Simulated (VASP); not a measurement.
# W (Im-3m) in VASP: notebook, part 2 of 2

VASP 6.6.1. Earlier steps stand in the parts before.

## Step 3: Single point, LDA (volume scaled by 0.72)

File INCAR:

```
PREC = Accurate
ENCUT = 520
EDIFF = 1E-6
ISMEAR = -1
SIGMA = 0.1
LREAL = F
LASPH = T
NELM = 80
ALGO = Normal
ISIF = 2
LWAVE = F
LCHARG = F
NBANDS = 13
```

File KPOINTS:

```
Automatic mesh
0
Gamma
  19 19 19
```

File POSCAR:

```
W
1.0
   -1.4048640910      1.4048640910      1.4048640910
    1.4048640910     -1.4048640910      1.4048640910
    1.4048640910      1.4048640910     -1.4048640910
W
1
Direct
    0.0000000000      0.0000000000      0.0000000000
```

Potentials or basis: VASP PAW LDA potentials, release 64 (W_sv).

Started as:

```bash
$ cat potpaw_LDA.64/W_sv/POTCAR > POTCAR
$ mpirun -np 1 vasp_std > vasp.out
```

OUTCAR:

```text
PREC = Accurate
   ENCUT = 520
   EDIFF = 1E-6
   ISMEAR = -1
   LREAL = F
   LASPH = T
   NELM = 80
   ISIF = 2

 ion  position               nearest neighbor table
   1  0.000  0.000  0.000-

  LATTYP: Found a body centered cubic cell.
 ALAT       =     2.8097281820

  Lattice vectors:

 A1 = (  -1.4048640910,   1.4048640910,   1.4048640910)
 A2 = (   1.4048640910,  -1.4048640910,   1.4048640910)
 A3 = (   1.4048640910,   1.4048640910,  -1.4048640910)

Analysis of symmetry for initial positions (statically):
=====================================================================
 Subroutine PRICEL returns:
 Original cell was already a primitive cell.

 Routine SETGRP: Setting up the symmetry group for a
 body centered cubic supercell.

 Subroutine GETGRP returns: Found 48 space group operations
 (whereof 48 operations were pure point group operations)
 out of a pool of 48 trial point group operations.

The static configuration has the point symmetry O_h .

Analysis of symmetry for dynamics (positions and initial velocities):
=====================================================================
 Subroutine PRICEL returns:
 Original cell was already a primitive cell.

 Routine SETGRP: Setting up the symmetry group for a
 body centered cubic supercell.

 Subroutine GETGRP returns: Found 48 space group operations
 (whereof 48 operations were pure point group operations)
 out of a pool of 48 trial point group operations.

The dynamic configuration has the point symmetry O_h .

 Subroutine INISYM returns: Found 48 space group operations
 (whereof 48 operations are pure point group operations),
 and found     1 'primitive' translations

----------------------------------------------------------------------------------------

                                     Primitive cell

  volume of cell :      11.0908

  direct lattice vectors                    reciprocal lattice vectors
[... 106 lines left out ...]
  volume/ion in A,a.u.               =      11.09        74.84
  Fermi-wavevector in a.u.,A,eV,Ry     =   1.769280  3.343454 42.591014  3.130351
  Thomas-Fermi vector in A             =   2.836300
   LORBIT       =      0    0 simple, 1 ext, 2 COOP (PROOUT), +10 PAW based schemes
   GGA     = CA    functional components
   LHFCALC =     F    Hartree Fock is set to
   AEXX    =    0.0000 exact exchange contribution
   IVDW    =     0    specifies the selected vdW correction
   LEPSILON=     F    determine dielectric tensor
   LRPA    =     F    only Hartree local field effects (RPA)
 non-spin polarized calculation
  energy-cutoff  :      520.00
  volume of cell :       11.09
 maximum number of plane-waves:       321
 NGX is ok and might be reduce to    18
   NGX =  9   NGY =  9   NGZ =  9

 number of electron      14.0000003 magnetization

 Free energy of the ion-electron system (eV)
  ---------------------------------------------------
  ext. energy  EPLUGINS =         0.00000000
  ---------------------------------------------------
  free energy    TOTEN  =       -11.80153844 eV

  energy without entropy =      -11.78629431  energy(sigma->0) =      -11.79391638

 E-fermi :  17.5820     XC(G=0): -15.9453

 val. band max:       17.5699057113   @ k =   0.3684   0.0000   0.0000
 cond. band min:      17.6170493443   @ k =  -0.4737  -0.4737   0.1579
 fundamental gap:      0.0471436330
 Fermi energy:        17.5819717319

 k-point     1 :       0.0000    0.0000    0.0000
  band No.  band energies     occupation
      1     -56.4115      2.00000
      2     -19.1105      2.00000
      3     -19.1105      2.00000
      4     -19.1105      2.00000
      5       6.1846      2.00000
      6      15.2174      2.00000
      7      15.2174      2.00000
      8      15.2174      2.00000
      9      20.3327      0.00000
     10      20.3327      0.00000
     11      32.4944      0.00000
     12      32.4944      0.00000
     13      32.4944      0.00000
[... 354 lines left out ...]
  band No.  band energies     occupation
      1     -55.8784      2.00000
      2     -22.3857      2.00000
      3     -20.2500      2.00000
      4     -19.3260      2.00000
      5       9.4388      2.00000
      6      12.1713      2.00000
      7      16.4380      1.99998
      8      20.0819      0.00000
      9      22.0100      0.00000
     10      25.1366      0.00000
     11      32.4172      0.00000
     12      36.7462      0.00000
     13      42.6422      0.00000

 [... further k-points ...]
[... 5 lines left out ...]
  --------------------------------------------------------------------------------------
  -------------------------------------------------------------------------------------
  Total       15.4499974     15.4499974     15.4499974      0.0000000     -0.0000000      0.0000000
  in kB     2231.9068544   2231.9068544   2231.9068544      0.0000000     -0.0000000      0.0000000
  external PRESSURE =    2231.9068544 kB  Pullay stress =       0.0000000 kB

 VOLUME and BASIS-vectors are now :
 -----------------------------------------------------------------------------
  energy-cutoff  :      520.00
  volume of cell :       11.09
      direct lattice vectors                 reciprocal lattice vectors
    -1.404864091  1.404864091  1.404864091     0.000000000  0.355906314  0.355906314
     1.404864091 -1.404864091  1.404864091     0.355906314  0.000000000  0.355906314
     1.404864091  1.404864091 -1.404864091     0.355906314  0.355906314  0.000000000

 POSITION                                       TOTAL-FORCE (eV/Angst)
 -----------------------------------------------------------------------------------
      0.00000      0.00000      0.00000        -0.000000      0.000000     -0.000000
 -----------------------------------------------------------------------------------
    total drift:                                0.000000      0.000000      0.000000

  FREE ENERGIE OF THE ION-ELECTRON SYSTEM (eV)
  ---------------------------------------------------
  free  energy   TOTEN  =       -11.8015384425 eV

  energy  without entropy=      -11.7862943094  energy(sigma->0) =      -11.79391638
```

It took 12 s on 1 thread of Intel Xeon Platinum 8488C (Sapphire Rapids), shared host; peak memory 0.14 GiB.

Results:

```
Free energy            : -11.8015 eV
Pressure               : 223.2 GPa
Band gap on the k mesh : zero (band 7 reaches 24.99 eV, above the bottom of band 8 at 15.22 eV)
```

Caveat: spin-orbit coupling is left out, which moves the levels of the heavy elements.

## Step 4: Single point, LDA (volume scaled by 0.8)

File INCAR:

```
ALGO = Normal
EDIFF = 1E-6
ENCUT = 520
ISIF = 2
ISMEAR = -1
LASPH = T
LCHARG = F
LREAL = F
LWAVE = F
NBANDS = 13
NELM = 60
PREC = Accurate
SIGMA = 0.1
```

File KPOINTS:

```
k-points
0
Gamma
  19 19 19
```

File POSCAR:

```
W
1.0
   -1.4550797900      1.4550797900      1.4550797900
    1.4550797900     -1.4550797900      1.4550797900
    1.4550797900      1.4550797900     -1.4550797900
W
1
Direct
    0.0000000000      0.0000000000      0.0000000000
```

Started as:

```bash
$ cat potpaw_LDA.64/W_sv/POTCAR > POTCAR
$ mpirun -np 1 vasp_std > vasp.out
```

Run time: 15 s. Hardware: 1 thread of Intel Xeon Platinum 8488C (Sapphire Rapids), shared host; peak memory 0.15 GiB.

It converged, with:

- Free energy: -13.1066 eV
- Pressure: 123.4 GPa
- Band gap on the k mesh: zero (band 7 reaches 22.10 eV, above the bottom of band 8 at 13.58 eV)

Levels at points of the mesh, in eV from the Fermi level:
| k point | band 5 | band 6 | band 7 | band 8 | band 9 | band 10 |
| --- | --- | --- | --- | --- | --- | --- |
| (0.00, 0.00, 0.00) | -10.91 | -1.94 | -1.94 | -1.94 | 2.64 | 2.64 |

Caveat: spin-orbit coupling is left out, which moves the levels of the heavy elements.

## Step 5: Summary

| cell | gap on the mesh (eV) | pressure (GPa) |
| --- | --- | --- |
| a = 2.340 Å, angles 109.5°, 1 atom | none | 382.5 |
| a = 2.433 Å, angles 109.5°, 1 atom | none | 223.2 |
| a = 2.520 Å, angles 109.5°, 1 atom | none | 123.4 |

Alike in all rows: task single point; level LDA; potentials or basis VASP PAW LDA potentials, release 64 (W_sv); no spin polarisation; k mesh 19 × 19 × 19; cutoff (eV) 520; smearing fermi-dirac 0.1 eV.

Caveats: spin-orbit coupling is left out, which moves the levels of the heavy elements.

Total energies depend on the potentials used, so only differences within one code and one set of settings carry meaning.
